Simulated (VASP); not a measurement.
## Fe: electric field gradients with PBE

Fe:

```xyz
2
Lattice="2.4342 0.0000 0.0000 -1.2171 2.1080 0.0000 0.0000 0.0000 3.7267" Properties=species:S:1:pos:R:3 pbc="T T T"
Fe    0.0000    1.4054    0.9317
Fe    1.2171    0.7027    2.7950
```

This cell differs from its parent crystal: zz strain of -3 %.

```yaml
Program: VASP 6.6.1
Task: electric field gradients
Functional: PBE
Potentials_or_basis: VASP PAW PBE potentials, release 64 (Fe)
Cutoff: 520 eV
k_mesh: 17 × 17 × 10
Occupations: fermi-dirac, width 0.08 eV
Spin: no spin polarisation
Dipole_correction: no
Further_INCAR_settings: ALGO = Normal; EDIFF = 1e-08; NBANDS = 15
```

- Pressure: 21.7 GPa
- Band gap on the k mesh: zero (bands 8 and 9 overlap by 1.98 eV)
- Largest electric field gradient by atom: Fe -15.6 V/Å²

Stress tensor (GPa, compression positive):
```
15.81  0.00  0.00
 0.00 15.81  0.00
 0.00  0.00 33.35
```

Levels at points of the mesh, in eV from the Fermi level:
```
           k point  band 4  band 5  band 6  band 7  band 8  band 9  band 10  band 11  band 12  band 13
(0.00, 0.00, 0.00)   -1.85   -1.45   -1.28   -1.28   -1.10   -1.10     0.78     0.78     1.02     9.92
(0.00, 0.00, 0.50)   -2.11   -2.04   -2.04   -2.04   -2.04    0.37     0.37     0.37     0.37    18.71
```

Electric field gradients, principal values (V/Å²):
| atom | least | middle | greatest (by size) |
| --- | --- | --- | --- |
| 1 Fe | 7.822 | 7.823 | -15.645 |
| 2 Fe | 7.822 | 7.823 | -15.645 |

Run time: 32 s on 1 thread of AMD EPYC 9R45 96-Core Processor (Zen 5), on a shared host, peak memory 0.13 GiB.

Caveat: the cell differs from its parent crystal (zz strain of -3 %); the cell stands under pressure; without QUAD_EFG the Cq values of the log hold for a quadrupole moment of 1 mb, not for the nuclei; the run has no spin polarisation, though such a crystal can be magnetic. Spin polarisation is off, so any magnetic state and its effect on volume and gap are missing.
